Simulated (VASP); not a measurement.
# Ti4C: single point with PBE

Crystal: Ti4C.

```
Ti C
1.0
     4.22685    0.00000    0.00000
     0.00000    4.22685    0.00000
     0.00000    0.00000    4.22685
Ti C
4 1
Direct
  0.00000 0.00000 0.00000
  0.50000 0.50000 0.00000
  0.50000 0.00000 0.50000
  0.00000 0.50000 0.50000
  0.50000 0.50000 0.50000
```

The cell was built from a structure type or drawn by symmetry, and may not be a known phase.

```json
{
  "Program": "VASP 6.6.1",
  "Task": "single point",
  "Functional": "PBE",
  "Potentials or basis": "VASP PAW PBE potentials, release 64 (Ti_sv, C)",
  "Cutoff": "520 eV",
  "k mesh": "4 × 4 × 4",
  "Occupations": "gaussian, width 0.1 eV",
  "Spin": "collinear spin",
  "Starting moments": "[1.0, 1.0, 1.0, 1.0, 0.0] μB",
  "Dipole correction": "no",
  "Further INCAR settings": "ALGO = Normal; EDIFF = 1e-06; NBANDS = 38"
}
```

```
Pressure                                              : -0.1 GPa
Band gap on the k mesh                                : zero (filled and empty bands overlap)
Net moment                                            : 0.00 μB per cell
Valence electrons inside the program's atomic spheres : Ti 10.16, 10.30 (each value once); C 2.44
```

Levels at points of the mesh, in eV from the Fermi level:
Spin up:
```csv
k point,band 23,band 24,band 25,band 26,band 27,band 28,band 29,band 30
"(0.00, 0.00, 0.00)",-1.37,-1.13,-1.13,-1.13,1.01,1.01,1.01,2.37
"(0.50, 0.00, 0.00)",-1.14,-0.37,-0.27,-0.19,-0.19,1.33,1.36,1.36
"(0.50, 0.50, 0.00)",-0.79,-0.48,-0.17,-0.17,-0.03,0.21,1.02,1.02
"(0.50, 0.50, 0.50)",-0.54,-0.54,0.59,0.59,0.59,0.90,0.90,1.04
```
Spin down:
```tsv
k point	band 23	band 24	band 25	band 26	band 27	band 28	band 29	band 30
(0.00, 0.00, 0.00)	-1.37	-1.13	-1.13	-1.13	1.01	1.01	1.01	2.37
(0.50, 0.00, 0.00)	-1.14	-0.37	-0.27	-0.19	-0.19	1.33	1.36	1.36
(0.50, 0.50, 0.00)	-0.79	-0.47	-0.16	-0.16	-0.03	0.21	1.02	1.02
(0.50, 0.50, 0.50)	-0.54	-0.54	0.59	0.59	0.59	0.90	0.90	1.04
```

Wall time 2.4 min on 1 thread of Intel Xeon 8259CL (shared host), peak memory 0.22 GiB.

Caveat: the k points lie up to 0.37 Å⁻¹ apart, too coarse for converged energies and pressures of a metal.
